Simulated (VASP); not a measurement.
# SbSe2 (P6mm) in VASP: a series of runs, part 3 of 3

VASP 6.6.1. Earlier steps stand in the parts before.

## Step 5: Relaxation of cell and atoms, PBE

INCAR

```
SYSTEM = SbSe2
ALGO = Normal
EDIFF = 1E-6
EDIFFG = -0.04
ENCUT = 600
GGA = PE
IBRION = 2
ISIF = 3
ISMEAR = 0
LASPH = .True.
LCHARG = .False.
LREAL = .False.
LWAVE = .False.
NELM = 80
NSW = 90
PREC = Accurate
SIGMA = 0.1
```

KPOINTS

```
k-points
0
Gamma
  6 6 4
  0 0 0
```

POSCAR

```
SbSe2
1.0
    4.1671725100      0.0000000000      0.0000000000
   -2.0835862600      3.6088772600      0.0000000000
    0.0000000000      0.0000000000      3.9523636400
Sb Se
1 2
Direct
    0.0000000000      0.0000000000      0.6974055800
    0.3333333300      0.6666666700      0.5626958700
    0.6666666700      0.3333333300      0.5626958700
```

Potentials or basis: VASP PAW PBE potentials, release 64 (Sb, Se).

Started as:

```bash
cat potpaw_PBE.64/Sb/POTCAR potpaw_PBE.64/Se/POTCAR > POTCAR
mpirun -np 1 vasp_std > vasp.out
```

OUTCAR:

```text
SYSTEM = SbSe2
   EDIFF = 1E-6
   EDIFFG = -0.04
   ENCUT = 600
   GGA = PE
   IBRION = 2
   ISIF = 3
   ISMEAR = 0
   LASPH = .True.
   LREAL = .False.
   NELM = 80
   NSW = 90
   PREC = Accurate

 ion  position               nearest neighbor table
   1  0.000  0.000  0.697-   2 2.46   3 2.46   3 2.46   2 2.46   3 2.46   2 2.46
   2  0.333  0.667  0.563-   3 2.41   3 2.41   3 2.41   1 2.46   1 2.46   1 2.46
   3  0.667  0.333  0.563-   2 2.41   2 2.41   2 2.41   1 2.46   1 2.46   1 2.46

  LATTYP: Found a hexagonal cell.
 ALAT       =     4.1671725100
 C/A-ratio  =     0.9484521292

  Lattice vectors:

 A1 = (   4.1671725100,   0.0000000000,   0.0000000000)
 A2 = (  -2.0835862600,   3.6088772600,   0.0000000000)
 A3 = (   0.0000000000,   0.0000000000,   3.9523636400)

Analysis of symmetry for initial positions (statically):
=====================================================================
 Subroutine PRICEL returns:
 Original cell was already a primitive cell.

 Routine SETGRP: Setting up the symmetry group for a
 hexagonal supercell.

 Subroutine GETGRP returns: Found 12 space group operations
 (whereof 12 operations were pure point group operations)
 out of a pool of 24 trial point group operations.

The static configuration has the point symmetry C_6v.

Analysis of symmetry for dynamics (positions and initial velocities):
=====================================================================
 Subroutine PRICEL returns:
 Original cell was already a primitive cell.

 Routine SETGRP: Setting up the symmetry group for a
 hexagonal supercell.

 Subroutine GETGRP returns: Found 12 space group operations
 (whereof 12 operations were pure point group operations)
 out of a pool of 24 trial point group operations.

The dynamic configuration has the point symmetry C_6v.

 Subroutine INISYM returns: Found 12 space group operations
 (whereof 12 operations are pure point group operations),
 and found     1 'primitive' translations

----------------------------------------------------------------------------------------

                                     Primitive cell

  volume of cell :      59.4389

  direct lattice vectors                    reciprocal lattice vectors
     4.167172510  0.000000000  0.000000000     0.239970867  0.138547245  0.000000000
    -2.083586260  3.608877260  0.000000000     0.000000000  0.277094489  0.000000000
     0.000000000  0.000000000  3.952363640     0.000000000  0.000000000  0.253013156

  length of vectors
     4.167172510  4.167172516  3.952363640     0.277094489  0.277094489  0.253013156

  position of ions in fractional coordinates (direct lattice)
     0.000000000  0.000000000  0.697405580
     0.333333330  0.666666670  0.562695870
     0.666666670  0.333333330  0.562695870

  ion indices of the primitive-cell ions
   primitive index   ion index
                 1           1
                 2           2
                 3           3

----------------------------------------------------------------------------------------

 KPOINTS: k-points

Automatic generation of k-mesh.
 Grid dimensions read from file:
 generate k-points for:    6    6    4

 Generating k-lattice:

  Cartesian coordinates                     Fractional coordinates (reciprocal lattice)
     0.039995144  0.023091207  0.000000000     0.166666667  0.000000000  0.000000000
     0.000000000  0.046182415  0.000000000     0.000000000  0.166666667  0.000000000
     0.000000000  0.000000000  0.063253289     0.000000000  0.000000000  0.250000000

  Length of vectors
     0.046182415  0.046182415  0.063253289

  Shift w.r.t. Gamma in fractional coordinates (k-lattice)
     0.000000000  0.000000000  0.000000000

 Subroutine IBZKPT returns following result:
 ===========================================

 Found     21 irreducible k-points:

 Following reciprocal coordinates:
            Coordinates               Weight
  0.000000  0.000000  0.000000      1.000000
  0.166667  0.000000  0.000000      6.000000
  0.333333  0.000000  0.000000      6.000000
  0.500000  0.000000  0.000000      3.000000
  0.166667  0.166667  0.000000      6.000000
  0.333333  0.166667  0.000000     12.000000
[... 13 lines left out ...]
  0.333333  0.166667  0.500000     12.000000
  0.333333  0.333333  0.500000      2.000000
   k-points           NKPTS =     21   k-points in BZ     NKDIM =     21   number of bands    NBANDS=     12
   number of dos      NEDOS =    301   number of ions     NIONS =      3
   total plane-waves  NPLWV =  41472
   dimension x,y,z NGX =    36 NGY =   36 NGZ =   32
   dimension x,y,z NGXF=    72 NGYF=   72 NGZF=   64
   ions per type =               1   2
   NGX,Y,Z   is equivalent  to a cutoff of  14.36, 14.36, 13.46 a.u.
   NGXF,Y,Z  is equivalent  to a cutoff of  28.72, 28.72, 26.92 a.u.
 SYSTEM =  SbSe2
   PREC   = accura    normal or accurate (medium, high low for compatibility)
   ISTART =      0    job   : 0-new  1-cont  2-samecut
   ICHARG =      2    charge: 1-file 2-atom 10-const
   ISPIN  =      1    spin polarized calculation?
   LNONCOLLINEAR =      F non collinear calculations
   LSORBIT =      F    spin-orbit coupling
   LASPH  =      T    aspherical Exc in radial PAW
   ENCUT  =  600.0 eV  44.10 Ry    6.64 a.u.   8.32  8.32  7.89*2*pi/ulx,y,z
   NELM   =     80;   NELMIN=  2; NELMDL= -5     # of ELM steps
   EDIFF  = 0.1E-05   stopping-criterion for ELM
   LREAL  =      F    real-space projection
   EDIFFG = -.4E-01   stopping-criterion for IOM
   NSW    =     90    number of steps for IOM
   IBRION =      2    ionic relax: 0-MD 1-quasi-New 2-CG
   NFREE  =      1    steps in history (QN), initial steepest desc. (CG)
   ISIF   =      3    stress and relaxation
   ISYM   =      2    0-nonsym 1-usesym 2-fastsym
   POTIM  = 0.5000    time-step for ionic-motion
   TEBEG  =    0.0;   TEEND  =   0.0 temperature during run
   PSTRESS=    0.0 pullay stress
   NELECT =      17.0000    total number of electrons
   NUPDOWN=      -1.0000    fix difference up-down
   EMIN   =  10.00;   EMAX   =-10.00  energy-range for DOS
   EFERMI =   0.00;   METHOD = LEGACY
   ISMEAR =     0;   SIGMA  =   0.10  broadening in eV -4-tet -1-fermi 0-gaus
   EFERMI_NEDOS =   21; number of points for ismear=-14 and -15
   IALGO  =     38    algorithm
   IMIX   =      4    mixing-type and parameters
     AMIX     =   0.40;   BMIX     =  1.00
     AMIX_MAG =   1.60;   BMIX_MAG =  1.00
  volume/ion in A,a.u.               =      19.81       133.70
  Fermi-wavevector in a.u.,A,eV,Ry     =   1.078618  2.038292 15.829245  1.163417
  Thomas-Fermi vector in A             =   2.214561
   LORBIT       =      0    0 simple, 1 ext, 2 COOP (PROOUT), +10 PAW based schemes
   GGA     = PE    functional components
   LHFCALC =     F    Hartree Fock is set to
   AEXX    =    0.0000 exact exchange contribution
   IVDW    =     0    specifies the selected vdW correction
   LEPSILON=     F    determine dielectric tensor
   LRPA    =     F    only Hartree local field effects (RPA)
 conjugate gradient relaxation of ions
 non-spin polarized calculation
 Gauss-broadening in eV      SIGMA  =   0.10
  energy-cutoff  :      600.00
  volume of cell :       59.44
 maximum number of plane-waves:      2004
 NGX is ok and might be reduce to    36
   NGX = 17   NGY = 17   NGZ = 15

--------------------------------------- Ionic step        1  -------------------------------------------

 number of electron      17.0000001 magnetization

 Free energy of the ion-electron system (eV)
  ---------------------------------------------------
  ext. energy  EPLUGINS =         0.00000000
  ---------------------------------------------------
  free energy    TOTEN  =        -4.55187799 eV

  energy without entropy =       -4.54648309  energy(sigma->0) =       -4.54918054

 E-fermi :   8.5012     XC(G=0): -10.4791

 val. band max:        8.4596519143   @ k =   0.3333   0.3333   0.0000
 cond. band min:       8.5099751610   @ k =   0.0000   0.0000   0.2500
 fundamental gap:      0.0503232467
 Fermi energy:         8.5012151963
[... 1052 lines left out ...]
 k-point    21 :       0.3333    0.3333    0.5000
  band No.  band energies     occupation
      1      -8.3996      2.00000
      2      -8.3996      2.00000
      3      -5.0535      2.00000
      4       0.4159      2.00000
      5       1.0011      2.00000
      6       1.0011      2.00000
      7       2.1595      2.00000
      8       2.1595      2.00000
      9       3.4910      2.00000
     10       6.4872      0.00000
     11       7.6509      0.00000
     12       7.6509      0.00000

[... ionic steps 4 to 10 ...]

--------------------------------------- Ionic step       11  -------------------------------------------

 number of electron      16.9999998 magnetization

------------------------ aborting loop because EDIFF is reached ----------------------------------------
[... 69 lines left out ...]
--------------------------------------- Ionic step       13  -------------------------------------------

 number of electron      16.9999998 magnetization

 Free energy of the ion-electron system (eV)
  ---------------------------------------------------
  ext. energy  EPLUGINS =         0.00000000
  ---------------------------------------------------
  free energy    TOTEN  =       -10.25787598 eV

  energy without entropy =      -10.25194910  energy(sigma->0) =      -10.25491254

 E-fermi :   5.0999     XC(G=0):  -9.6357

 val. band max:        5.0321924076   @ k =   0.3333   0.0000   0.0000
 cond. band min:       5.1585733567   @ k =   0.3333   0.0000   0.0000
 fundamental gap:      0.1263809491
 Fermi energy:         5.0999235863
[... 343 lines left out ...]
  FREE ENERGIE OF THE ION-ELECTRON SYSTEM (eV)
  ---------------------------------------------------
  free  energy   TOTEN  =       -10.2578759810 eV

  energy  without entropy=      -10.2519490980  energy(sigma->0) =      -10.25491254

 reached required accuracy - stopping structural energy minimisation
```

OSZICAR:

```text
N       E                     dE             d eps       ncg     rms          rms(c)
DAV:   1     0.116915004155E+03    0.11692E+03   -0.71282E+03   504   0.130E+03
DAV:   2     0.279501815417E+01   -0.11412E+03   -0.10856E+03   672   0.218E+02
DAV:   3    -0.457106404432E+01   -0.73661E+01   -0.71406E+01   628   0.645E+01
[... 121 lines left out ...]
DAV:   3    -0.102581427815E+02    0.14667E-02   -0.23306E-03   576   0.313E-01    0.644E-02
DAV:   4    -0.102578709213E+02    0.27186E-03   -0.82581E-04   572   0.175E-01    0.268E-02
DAV:   5    -0.102578743545E+02   -0.34332E-05   -0.29853E-05   504   0.401E-02    0.159E-02
DAV:   6    -0.102578758721E+02   -0.15176E-05   -0.40886E-06   516   0.166E-02    0.167E-03
DAV:   7    -0.102578759810E+02   -0.10882E-06   -0.31457E-07   252   0.468E-03
  13 F= -.10257876E+02 E0= -.10254913E+02  d E =-.297570E-02
```

CONTCAR:

```text
SbSe2
   1.00000000000000
     4.8978781154997977   -0.0000000008932279    0.0000000000000000
    -2.4489390644001974    4.2416868796242264    0.0000000000000001
    -0.0000000000000000   -0.0000000000000000    3.7377091674210670
  Sb              Se
     1     2
Direct
     0.0000000000000000    0.0000000000000000    0.7848152436633313
     0.3333333300000021    0.6666666699999979    0.5189910381683339
     0.6666666699999979    0.3333333300000021    0.5189910381683339

  0.00000000E+00  0.00000000E+00  0.00000000E+00
  0.00000000E+00  0.00000000E+00  0.00000000E+00
  0.00000000E+00  0.00000000E+00  0.00000000E+00
```

Wall time 86 s (1 thread of AMD EPYC 9R45 (Zen 5), shared host); peak memory 0.18 GiB.

Results:

```yaml
Free_energy: -10.2579 eV
Relaxed_volume: 25.88 Å³/atom
Relaxed_cell: a = 4.898 Å, b = 4.898 Å, c = 3.738 Å, α = 90.00°, β = 90.00°, γ = 120.00°
Space_group_after_relaxing_to_0.05_Å: P6mm (No. 183)
Energy_gained_by_relaxing: 1902.0 meV/atom
Ionic_steps: 13
Pressure_after_relaxing: 0.0 GPa
Largest_force_after_relaxing: 0.011 eV/Å
```

Forces on the atoms (eV/Å):
```
Sb   0.000  0.000 -0.011
Se   0.000  0.000  0.005
Se   0.000  0.000  0.005
```

Step by step:
| step | energy change (eV) | largest force (eV/Å) | pressure (GPa) | volume (Å³) |
| --- | --- | --- | --- | --- |
| 1 | 0.0000 | 5.6599 | 66.59 | 59.44 |
| 2 | -1.5681 | 0.6771 | -7.51 | 154.11 |
| 3 | -5.4846 | 0.1216 | -4.20 | 91.93 |
| 4 | -5.5533 | 0.2900 | -2.71 | 89.21 |
| 5 | -5.5823 | 0.5396 | -0.34 | 85.81 |
| 6 | -5.5825 | 0.4948 | -0.79 | 86.39 |
| 7 | -5.6047 | 0.4602 | -0.70 | 85.31 |
| 8 | -5.6591 | 0.3514 | -0.31 | 82.09 |
| 9 | -5.6985 | 0.1301 | 1.16 | 75.84 |
| 10 | -5.6790 | 0.2168 | -1.89 | 78.40 |
| 11 | -5.7030 | 0.0197 | 0.17 | 76.60 |
| 12 | -5.7056 | 0.0033 | 0.05 | 77.19 |
| 13 | -5.7060 | 0.0107 | -0.03 | 77.65 |

Final structure:
```xyz
3
Lattice="4.8979 0.0000 0.0000 -2.4489 4.2417 0.0000 0.0000 0.0000 3.7377" Properties=species:S:1:pos:R:3 pbc="T T T"
Sb    0.0000    0.0000    2.9334
Se    0.0000    2.8278    1.9398
Se    2.4489    1.4139    1.9398
```

Levels at points of the mesh, in eV from the Fermi level:
```csv
k point,band 5,band 6,band 7,band 8,band 9,band 10,band 11,band 12
"(0.00, 0.00, 0.00)",-4.51,-3.44,-3.44,-1.88,0.83,0.97,4.54,4.54
"(0.50, 0.00, 0.00)",-1.84,-1.79,-0.63,-0.29,0.85,1.69,1.90,2.13
"(0.00, 0.00, 0.50)",-4.13,-3.81,-2.63,-2.63,-1.11,-0.94,2.51,2.51
"(0.50, 0.00, 0.50)",-4.36,-4.18,-2.10,-0.24,0.34,0.61,1.17,3.25
```

Caveat: the k points lie up to 0.42 Å⁻¹ apart in the final cell; the volume moved by over 15 % at a fixed basis, so the end points are rough; spin-orbit coupling is left out, which moves the levels of the heavy elements; this functional lacks dispersion, which binds the layers, so the pressure and a relaxed spacing across them are unreliable.

## Step 6: The runs side by side

```csv
task,cell,k mesh,cutoff (eV),gap on the mesh (eV),pressure (GPa),largest force (eV/Å)
single point,"a = 4.167, b = 4.167, c = 3.952 Å, angles 90.0, 90.0, 120.0°, 3 atoms",6 × 6 × 4,520,none,66.6,5.66
single point,"a = 4.898, b = 4.898, c = 3.732 Å, angles 90.0, 90.0, 120.0°, 3 atoms",6 × 6 × 4,520,none,0.0,-
single point,"a = 4.913, b = 4.913, c = 3.693 Å, angles 90.0, 90.0, 120.0°, 3 atoms",6 × 6 × 6,520,none,-0.2,0.02
relaxation of cell and atoms,"relaxed from a = 4.167, b = 4.167, c = 3.952 Å, angles 90.0, 90.0, 120.0°, 3 atoms",6 × 6 × 4,600,none,0.0,0.01
```

Alike in all rows: level PBE; potentials or basis VASP PAW PBE potentials, release 64 (Sb, Se); no spin polarisation; smearing gaussian 0.1 eV.

Caveats: some runs use coarse meshes; spin-orbit coupling is left out, which moves the levels of the heavy elements; this functional lacks dispersion, which binds the layers, so the pressure and a relaxed spacing across them are unreliable (some runs); forces of over 1 eV/Å act on the atoms, so gaps and moduli don't describe the material at rest (some runs); the volume moved by over 15 % at a fixed basis, so the end points are rough (some runs).

Absolute energies hang on the potentials; compare differences alone.
